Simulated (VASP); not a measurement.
A run of VASP 6.6.1 is set up as follows.

The input INCAR:

```
PREC = Accurate ; ENCUT = 840
EDIFF = 1E-6 ; ISMEAR = -1
SIGMA = 0.05 ; LREAL = False
LASPH = True ; NELM = 120
ALGO = Normal ; ISIF = 2
LWAVE = False ; LCHARG = False
GGA = PE ; NBANDS = 15
GGA_COMPAT = False
```

KPOINTS

```
regular mesh
0
Gamma
  8 8 8
```

The input POSCAR:

```
MgO
1.0
    0.0000000000      2.1015000000      2.1015000000
    2.1015000000      0.0000000000      2.1015000000
    2.1015000000      2.1015000000      0.0000000000
Mg O
1 1
Direct
    0.0000000000      0.0000000000      0.0000000000
    0.5000000000      0.5000000000      0.5000000000
```

Potentials or basis: VASP PAW PBE potentials, release 64 (Mg_sv, O).

Command:

```console
$ cat potpaw_PBE.64/Mg_sv/POTCAR potpaw_PBE.64/O/POTCAR > POTCAR
$ mpirun -np 1 vasp_std > vasp.out
```

Question: Estimate the band gap on the k mesh.

Answer: 4.80 eV.

Question: What does it give for the pressure?

Answer: 5.9 GPa.

Caveat: the cell stands under pressure. PBE gaps usually lie below the measured ones, often by a third to a half.
